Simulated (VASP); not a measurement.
# Ta (Im-3m) in VASP: single point with PBEsol

Aim: the single point of Ta with PBEsol.

Program: VASP 6.6.1. These are calculated values, not measurements. Logs are shortened: lines on timing, memory, paths and dates and some standing lists are left out, and cuts for length are marked.

### 1 The cell of the first run

It takes space group Im-3m (No. 229, cubic). Conventional cell: a = 3.281 Å, b = 3.281 Å, c = 3.281 Å, α = 90.00°, β = 90.00°, γ = 90.00°. Within 3.7 Å of Ta (site symmetry m-3m) lie 14 Ta at 2.84 to 3.28 Å.

### 2 Single point, PBEsol

Contents of INCAR:

```
SYSTEM = Ta
  PREC = Accurate
  ENCUT = 520
  EDIFF = 1E-7
  ISMEAR = 0
  SIGMA = 0.1
  LREAL = .FALSE.
  LASPH = .TRUE.
  NELM = 80
  ALGO = Fast
  ISIF = 2
  LWAVE = .FALSE.
  LCHARG = .TRUE.
  GGA = PS
  LELF = .TRUE.
  LVHAR = .TRUE.
  ISYM = 0
  NBANDS = 12
```

Contents of KPOINTS:

```
Automatic mesh
0
G
  13 13 15
  0 0 0
```

Contents of POSCAR:

```
Ta
1.0
    2.8410132488      0.0000000000      0.0000000000
   -0.9470044163      2.6785329782      0.0000000000
    0.9470044163      1.3392664891      2.3196776040
Ta
1
Direct
    0.0000000000      0.0000000000      0.0000000000
```

Potentials or basis: VASP PAW PBE potentials, release 64 (Ta_pv).

Command:

```bash
cat potpaw_PBE.64/Ta_pv/POTCAR > POTCAR
mpirun -np 1 vasp_std > vasp.out
```

OUTCAR:

```text
SYSTEM = Ta
   PREC = Accurate
   ENCUT = 520
   EDIFF = 1E-7
   ISMEAR = 0
   LREAL = .FALSE.
   LASPH = .TRUE.
   NELM = 80
   ISIF = 2
   GGA = PS
   ISYM = 0

 ion  position               nearest neighbor table
   1  0.000  0.000  0.000-

IMPORTANT INFORMATION: All symmetrisations will be switched off!
NOSYMM: (Re-)initialisation of all symmetry stuff for point group C_1.

----------------------------------------------------------------------------------------

                                     Primitive cell

  volume of cell :      17.6522

  direct lattice vectors                    reciprocal lattice vectors
     2.841013249  0.000000000  0.000000000     0.351987095  0.124446231 -0.215547195
    -0.947004416  2.678532978  0.000000000     0.000000000  0.373338693 -0.215547195
     0.947004416  1.339266489  2.319677604     0.000000000  0.000000000  0.431094389

  length of vectors
     2.841013249  2.841013249  2.841013249     0.431094389  0.431094389  0.431094389

  position of ions in fractional coordinates (direct lattice)
     0.000000000  0.000000000  0.000000000

  ion indices of the primitive-cell ions
   primitive index   ion index
                 1           1

----------------------------------------------------------------------------------------

 KPOINTS: Automatic mesh

Automatic generation of k-mesh.
 Grid dimensions read from file:
 generate k-points for:   13   13   15

 Generating k-lattice:

  Cartesian coordinates                     Fractional coordinates (reciprocal lattice)
     0.027075930  0.009572787 -0.016580553     0.076923077  0.000000000  0.000000000
     0.000000000  0.028718361 -0.016580553     0.000000000  0.076923077  0.000000000
     0.000000000  0.000000000  0.028739626     0.000000000  0.000000000  0.066666667

  Length of vectors
     0.033161107  0.033161107  0.028739626

  Shift w.r.t. Gamma in fractional coordinates (k-lattice)
     0.000000000  0.000000000  0.000000000

 -----------------------------------------------------------------------------
|                                                                             |
|           W    W    AA    RRRRR   N    N  II  N    N   GGGG   !!!           |
|           W    W   A  A   R    R  NN   N  II  NN   N  G    G  !!!           |
|           W    W  A    A  R    R  N N  N  II  N N  N  G       !!!           |
|           W WW W  AAAAAA  RRRRR   N  N N  II  N  N N  G  GGG   !            |
|           WW  WW  A    A  R   R   N   NN  II  N   NN  G    G                |
|           W    W  A    A  R    R  N    N  II  N    N   GGGG   !!!           |
|                                                                             |
[... 78 lines left out ...]
   ISMEAR =     0;   SIGMA  =   0.10  broadening in eV -4-tet -1-fermi 0-gaus
   EFERMI_NEDOS =   21; number of points for ismear=-14 and -15
   IALGO  =     68    algorithm
   IMIX   =      4    mixing-type and parameters
     AMIX     =   0.40;   BMIX     =  1.00
     AMIX_MAG =   1.60;   BMIX_MAG =  1.00
  volume/ion in A,a.u.               =      17.65       119.12
  Fermi-wavevector in a.u.,A,eV,Ry     =   1.398320  2.642441 26.603439  1.955298
  Thomas-Fermi vector in A             =   2.521489
   LORBIT       =      0    0 simple, 1 ext, 2 COOP (PROOUT), +10 PAW based schemes
   GGA     = PS    functional components
   LHFCALC =     F    Hartree Fock is set to
   AEXX    =    0.0000 exact exchange contribution
   IVDW    =     0    specifies the selected vdW correction
   LEPSILON=     F    determine dielectric tensor
   LRPA    =     F    only Hartree local field effects (RPA)
 non-spin polarized calculation
 RMM-DIIS sequential band-by-band and
 Gauss-broadening in eV      SIGMA  =   0.10
  energy-cutoff  :      520.00
  volume of cell :       17.65
 maximum number of plane-waves:       487
 NGX is ok and might be reduce to    24
   NGX = 11   NGY = 11   NGZ = 11

 number of electron      11.0000002 magnetization

 Free energy of the ion-electron system (eV)
  ---------------------------------------------------
  ext. energy  EPLUGINS =         0.00000000
  ---------------------------------------------------
  free energy    TOTEN  =       -12.55341573 eV

  energy without entropy =      -12.54646577  energy(sigma->0) =      -12.54994075

 E-fermi :   5.4646     XC(G=0): -12.8324

 val. band max:        5.4625031264   @ k =  -0.1538  -0.4615   0.0667
 cond. band min:       5.4682502637   @ k =  -0.1538   0.3077   0.4667
 fundamental gap:      0.0057471373
 Fermi energy:         5.4645737932

 k-point     1 :       0.0000    0.0000    0.0000
  band No.  band energies     occupation
      1     -27.4673      2.00000
      2     -27.4624      2.00000
      3     -27.4590      2.00000
      4      -2.5222      2.00000
      5       6.1979      0.00000
      6       6.2026      0.00000
      7       6.2069      0.00000
      8       9.5447      0.00000
      9       9.5456      0.00000
     10      20.6185      0.00000
     11      20.6201      0.00000
     12      20.6235      0.00000
[... 331 lines left out ...]
 k-point    24 :       0.2308    0.1538    0.0000
  band No.  band energies     occupation
      1     -28.3691      2.00000
      2     -27.7825      2.00000
      3     -27.5521      2.00000
      4       1.1689      2.00000
      5       4.4095      2.00000
      6       4.8563      2.00000
      7       8.7199      0.00000
      8      10.3542      0.00000
      9      11.1403      0.00000
     10      19.5881      0.00000
     11      20.2406      0.00000
     12      21.8264      0.00000

 [... further k-points ...]

------------------------ aborting loop because EDIFF is reached ----------------------------------------

  FORCE on cell =-STRESS in cart. coord.  units (eV):
  Direction    XX          YY          ZZ          XY          YZ          ZX
  --------------------------------------------------------------------------------------
  -------------------------------------------------------------------------------------
  Total        0.0821274      0.0631374      0.0347971     -0.0268572     -0.0067672     -0.0047854
  in kB        7.4541933      5.7305874      3.1583204     -2.4376613     -0.6142164     -0.4343422
  external PRESSURE =       5.4477004 kB  Pullay stress =       0.0000000 kB

 VOLUME and BASIS-vectors are now :
 -----------------------------------------------------------------------------
  energy-cutoff  :      520.00
  volume of cell :       17.65
      direct lattice vectors                 reciprocal lattice vectors
     2.841013249  0.000000000  0.000000000     0.351987095  0.124446231 -0.215547195
    -0.947004416  2.678532978  0.000000000     0.000000000  0.373338693 -0.215547195
     0.947004416  1.339266489  2.319677604     0.000000000  0.000000000  0.431094389

 POSITION                                       TOTAL-FORCE (eV/Angst)
 -----------------------------------------------------------------------------------
      0.00000      0.00000      0.00000        -0.000000     -0.000000      0.000000
 -----------------------------------------------------------------------------------
    total drift:                               -0.000000     -0.000000      0.000000

  FREE ENERGIE OF THE ION-ELECTRON SYSTEM (eV)
  ---------------------------------------------------
  free  energy   TOTEN  =       -12.5534157279 eV

  energy  without entropy=      -12.5464657747  energy(sigma->0) =      -12.54994075
```

OSZICAR:

```text
N       E                     dE             d eps       ncg     rms          rms(c)
DAV:   1     0.605856534113E+02    0.60586E+02   -0.61297E+03 30540   0.879E+02
DAV:   2    -0.120472143501E+02   -0.72633E+02   -0.70807E+02 33792   0.247E+02
DAV:   3    -0.130502560310E+02   -0.10030E+01   -0.99447E+00 36396   0.273E+01
DAV:   4    -0.130527647412E+02   -0.25087E-02   -0.25085E-02 33680   0.152E+00
DAV:   5    -0.130527726892E+02   -0.79480E-05   -0.79478E-05 36316   0.814E-02    0.143E+01
RMM:   6    -0.126707668062E+02    0.38201E+00   -0.25696E-01 32815   0.414E+00    0.697E+00
RMM:   7    -0.125542631990E+02    0.11650E+00   -0.26457E-01 34652   0.408E+00    0.329E-01
RMM:   8    -0.125533658532E+02    0.89735E-03   -0.10422E-02 36955   0.966E-01    0.299E-01
RMM:   9    -0.125534376590E+02   -0.71806E-04   -0.12714E-03 38332   0.328E-01    0.573E-02
RMM:  10    -0.125534143950E+02    0.23264E-04   -0.17846E-04 38251   0.124E-01    0.919E-03
RMM:  11    -0.125534149588E+02   -0.56381E-06   -0.32394E-05 40282   0.478E-02    0.419E-03
RMM:  12    -0.125534154639E+02   -0.50511E-06   -0.51289E-06 40127   0.171E-02    0.117E-03
RMM:  13    -0.125534156465E+02   -0.18259E-06   -0.13901E-06 36099   0.872E-03    0.210E-03
RMM:  14    -0.125534157279E+02   -0.81451E-07   -0.26916E-07 29189   0.414E-03
   1 F= -.12553416E+02 E0= -.12549941E+02  d E =-.694995E-02
```

Run time: 5.4 min. Hardware: 1 thread of Intel Xeon 8259CL, shared host; peak memory 0.36 GiB.

What came out:

* Free energy: -12.5534 eV
* Pressure: 0.5 GPa
* Band gap on the k mesh: zero (an odd number of electrons rules out a gap without spin polarisation)

Caveat: the PAW data sets were made with another functional, which shifts forces and pressure a little; spin-orbit coupling is left out, which moves the levels of the heavy elements.
